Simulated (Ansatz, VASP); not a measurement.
## V: VASP beside Ansatz

The input INCAR:

```
ALGO     = Normal         # electronic algorithm
EDIFF    = 1E-6           # SCF threshold, eV
EDIFFG   = -0.005         # ionic threshold
ENCUT    = 600            # plane-wave cutoff, eV
GGA      = PE             # functional
IBRION   = 2              # ionic algorithm
ISIF     = 3              # what is computed and relaxed
ISMEAR   = 0              # smearing method
LASPH    = True           # aspherical terms in the spheres
LCHARG   = False          # write CHGCAR
LREAL    = False          # projectors in reciprocal space
LWAVE    = False          # write WAVECAR
NELM     = 100            # most SCF steps
NSW      = 100            # ionic steps
PREC     = Accurate       # precision mode
SIGMA    = 0.1            # smearing width, eV
```

File KPOINTS:

```
k-points
0
Gamma
  20 20 20
```

File POSCAR:

```
V
1.0
   -1.5130000000      1.5130000000      1.5130000000
    1.5130000000     -1.5130000000      1.5130000000
    1.5130000000      1.5130000000     -1.5130000000
V
1
Direct
    0.0000000000      0.0000000000      0.0000000000
```

Input for Ansatz:

```yaml
crystal:
  lattice:
    - [-1.513, 1.513, 1.513]
    - [1.513, -1.513, 1.513]
    - [1.513, 1.513, -1.513]
  atoms:
    - { symbol: V, position: [0.0, 0.0, 0.0] }
basis:
  ecutwfc: 420
kpoints:
  mp_grid: { grid: [20, 20, 20] }
hamiltonian:
  xc: pbe
scf:
  occupations: { method: gaussian, width: 0.1 }
output:
  forces: true
  stress: true
  eigenvalues: true
relax:
  adjacent_minimum: "off"
  f_tol: 0.005
  max_steps: 80
  cell: { stress_tol: 0.05 }
```

Alike in both runs: task relaxation of cell and atoms; functional PBE; k mesh 20 × 20 × 20; occupations gaussian, width 0.1 eV; no spin polarisation.

|  | VASP | Ansatz |
| --- | --- | --- |
| version | VASP 6.6.1 | Ansatz 0.2.0 |
| potentials or method | VASP PAW PBE potentials, release 64 (V_sv), cutoff 600 eV | scalar-relativistic, plane waves, PAW |
| valence electrons in the cell | 13 | 13 |

Ansatz gave:

| Quantity | Value |
| --- | --- |
| gap on the k mesh at the Fermi level, each at its own relaxed structure (eV) | none |
| relaxed volume (Å³/atom) | 13.46 |
| relaxed cell length with the largest relative difference (Å) | 2.596 |

**Question.** Estimate VASP's values.

**Answer.** gap on the k mesh at the Fermi level, each at its own relaxed structure (eV): none; relaxed volume (Å³/atom): 13.47; relaxed cell length with the largest relative difference (Å): 2.596.

A gap of «none» marks a metal or a gap that the smearing closes.
